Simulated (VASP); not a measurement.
A run of VASP 6.6.1 is set up as follows.

The input POSCAR:

```
LiCrF2
1.0
    2.9311148400      0.0000000000      0.0000000000
    0.0000000000      4.7528769700      0.0000000000
    0.0000000000      0.0000000000      6.0032499000
Li Cr F
2 2 4
Direct
    0.2500000000      0.2500000000      0.1250000000
    0.7500000000      0.7500000000      0.8750000000
    0.2500000000      0.2500000000      0.6430000000
    0.7500000000      0.7500000000      0.3570000000
    0.2500000000      0.7500000000      0.1360000000
    0.7500000000      0.2500000000      0.8640000000
    0.2500000000      0.7500000000      0.6000000000
    0.7500000000      0.2500000000      0.4000000000
```

File INCAR.step1:

```
SYSTEM = LiCrF2
ALGO = Normal ; EDIFF = 1E-4
ENCUT = 520 ; GGA = PE
ISMEAR = -1 ; ISPIN = 2
LASPH = .True. ; LCHARG = .False.
LMAXMIX = 4 ; LREAL = .False.
LWAVE = .True. ; MAGMOM = 0 0 3 3 0 0 0 0
NBANDS = 43 ; NELM = 150
PREC = Accurate ; SIGMA = 0.1
```

Contents of INCAR.step2:

```
SYSTEM = LiCrF2
ALGO = Normal ; EDIFF = 1E-6
ENCUT = 520 ; ISIF = 2
ISMEAR = -1 ; ISPIN = 2
ISTART = 1 ; LASPH = .True.
LCHARG = .True. ; LELF = .True.
LMAXMIX = 4 ; LMIXTAU = .True.
LORBIT = 11 ; LREAL = .False.
LVHAR = .True. ; LWAVE = .False.
MAGMOM = 0 0 3 3 0 0 0 0 ; METAGGA = R2SCAN
NBANDS = 43 ; NELM = 150
PREC = Accurate ; SIGMA = 0.1
```

The input KPOINTS:

```
k-points
0
Gamma
  7 4 3
  0 0 0
```

Potentials or basis: VASP PAW PBE potentials, release 64 (Li_sv, Cr_pv, F).

Command:

```console
$ cat potpaw_PBE.64/Li_sv/POTCAR potpaw_PBE.64/Cr_pv/POTCAR potpaw_PBE.64/F/POTCAR > POTCAR
$ cp INCAR.step1 INCAR
$ mpirun -np 1 vasp_std > vasp.out
$ cp INCAR.step2 INCAR
$ mpirun -np 1 vasp_std > vasp.out
```

Q: What does it give for the largest force?

A: 3.176 eV/Å.

Q: What does it give for the site moments?

A: Li +0.01; Cr +4.17; F +0.06, +0.10 (each value once) μB.

Q: What does it give for the net moment?

A: 9.62 μB per cell.

Forces on the atoms (eV/Å):
```
Li   0.000  0.000  0.172
Li   0.000  0.000 -0.172
Cr   0.000  0.000 -0.855
Cr   0.000  0.000  0.855
F    0.000  0.000 -3.176
F    0.000  0.000  3.176
F    0.000  0.000  1.861
F    0.000  0.000 -1.861
```

Caveat: the PAW data sets were made with another functional, which shifts forces and pressure a little; the run started ferromagnetic, and an antiferromagnetic order may lie lower in energy.
